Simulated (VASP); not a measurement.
Wanted: the native input for a VASP 6.6.1 run.

| Property | Result |
| --- | --- |
| Task | single point |
| Functional | PBE |
| Potentials or basis | VASP PAW PBE potentials, release 64 (In_d, Sb) |
| Cutoff | 520 eV |
| k mesh | 10 × 10 × 10 |
| Occupations | fermi-dirac, width 0.03 eV |
| Spin | no spin polarisation |
| Dipole correction | no |
| Further INCAR settings | ALGO = Normal; EDIFF = 1e-06; NBANDS = 16 |

The structure of InSb lies in POSCAR:

```
InSb
1.0
    0.0000000000      3.1735398497      3.1735398497
    3.1735398497      0.0000000000      3.1735398497
    3.1735398497      3.1735398497      0.0000000000
In Sb
1 1
Direct
    0.0000000000      0.0000000000      0.0000000000
    0.7500000000      0.7500000000      0.7500000000
```

This cell differs from its parent crystal: volume scaled by 0.9405.

One way to write it, as run:

INCAR

```
SYSTEM = InSb
PREC = Accurate
ENCUT = 520
EDIFF = 1E-6
ISMEAR = -1
SIGMA = 0.03
LREAL = .False.
LASPH = .True.
NELM = 100
ALGO = Normal
ISIF = 2
LWAVE = .False.
LCHARG = .True.
GGA = PE
LELF = .True.
LVHAR = .True.
NBANDS = 16
```

KPOINTS

```
Automatic mesh
0
Gamma
  10 10 10
  0 0 0
```

Potentials or basis: VASP PAW PBE potentials, release 64 (In_d, Sb).

Launch:

```sh
$ cat potpaw_PBE.64/In_d/POTCAR potpaw_PBE.64/Sb/POTCAR > POTCAR
$ mpirun -np 1 vasp_std > vasp.out
```

It gave:

```
Pressure               : 6.7 GPa
Band gap on the k mesh : 0.17 eV, direct
```

Caveat: spin-orbit coupling is left out, which moves the levels of the heavy elements.

Run time: 33 s on 1 thread of Intel(R) Xeon(R) Platinum 8488C (Sapphire Rapids) (shared host), peak memory 0.22 GiB.
